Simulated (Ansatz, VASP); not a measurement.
## C in VASP and in Ansatz

INCAR

```
PREC = Accurate ; ENCUT = 520
EDIFF = 1E-7 ; ISMEAR = 0
SIGMA = 0.05 ; LREAL = F
LASPH = T ; NELM = 100
ALGO = Normal ; ISIF = 2
LWAVE = F ; LCHARG = T
GGA = PS ; IVDW = 12
LELF = T ; LVHAR = T
NBANDS = 11
```

KPOINTS

```
Automatic mesh
0
Gamma
  15 15 15
```

Contents of POSCAR:

```
C
1.0
    1.2495711806      0.7214402575      3.3377940636
   -1.2495711806      0.7214402575      3.3377940636
    0.0000000000     -1.4428805149      3.3377940636
C
2
Direct
    0.1421744425      0.1909927899      0.1665836162
    0.8578255575      0.8090072101      0.8334163838
```

Input for Ansatz:

```yaml
crystal:
  lattice:
    - [1.2495711806, 0.7214402575, 3.3377940636]
    - [-1.2495711806, 0.7214402575, 3.3377940636]
    - [0.0, -1.4428805149, 3.3377940636]
  atoms:
    - { symbol: C, position: [0.1421744425, 0.1909927899, 0.1665836162] }
    - { symbol: C, position: [0.8578255575, 0.8090072101, 0.8334163838] }
basis:
  ecutwfc: 520.0
kpoints:
  mp_grid: { grid: [15, 15, 15] }
hamiltonian:
  xc: pbesol
  pseudopotentials: { kind: paw, azcp: { folder: soft_1 } }
  dispersion: d3bj
scf:
  occupations: { method: gaussian, width: 0.05 }
output:
  forces: true
  stress: true
  eigenvalues: true
  write_density: true
  write_potential: true
  elf: true
  volumetric_format: npy
```

Change from the starting cell: mode 5 frozen in at -0.060 Å, equal normal strain along x, y and z +0.0167.

Alike in both runs: task single point; functional PBEsol; dispersion D3(BJ); k mesh 15 × 15 × 15; occupations gaussian, width 0.05 eV; no spin polarisation.

```csv
,VASP,Ansatz
version,VASP 6.6.1,Ansatz 0.2.0
potentials or method,"VASP PAW PBE potentials, release 64 (C), cutoff 520 eV","scalar-relativistic, plane waves, PAW"
valence electrons in the cell,8,8
```

VASP gave:

* gap on the k mesh at the Fermi level (eV): 0.09
* least direct gap on the mesh (eV): 0.15
* pressure (GPa): -6.8
* traceless stress, the component that is largest in VASP (GPa): -10.24
* rms of the force components (eV/Å): 3.461

Question: Estimate Ansatz's values.

Answer: gap on the k mesh at the Fermi level (eV): 0.09; least direct gap on the mesh (eV): 0.15; pressure (GPa): -7.4; traceless stress, the component that is largest in VASP (GPa): -9.93; rms of the force components (eV/Å): 3.446.

VASP's potentials were made for PBE, not for PBEsol, and Ansatz warns of the same on its side. Atom by atom the forces differ by 0.015 eV/Å (rms over components).
